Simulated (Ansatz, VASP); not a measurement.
Two plane-wave programs on BaTe

```
Ba Te
1.0
     4.73663    0.00000    0.00000
    -2.36831    4.10204    0.00000
     0.00000    0.00000    4.25737
Ba Te
1 1
Direct
  0.33333 0.66667 0.00000
  0.66667 0.33333 0.50000
```

Alike in both runs: task relaxation of cell and atoms; functional PBE; k mesh 5 × 5 × 5; occupations gaussian, width 0.2 eV; no spin polarisation.

|  | VASP | Ansatz |
| --- | --- | --- |
| version | VASP 6.6.1 | Ansatz 0.2.0 |
| potentials or method | VASP PAW PBE potentials, release 64 (Ba_sv, Te), cutoff 600 eV | scalar-relativistic, plane waves, PAW |
| valence electrons in the cell | 16 | 26 |

|  | VASP | Ansatz | Ansatz less VASP |
| --- | --- | --- | --- |
| gap on the k mesh at the Fermi level, each at its own relaxed structure (eV) | 1.49 | 1.52 | +0.031 |
| relaxed volume (Å³/atom) | 44.71 | 44.10 | -0.609 |
| relaxed cell length with the largest relative difference (Å) | 4.833 | 4.810 | -0.0235 |

VASP's potentials hold 16 valence electrons a cell and Ansatz's 26, so a difference there can come from the potentials and not from the codes.

Spin-orbit coupling is off throughout.
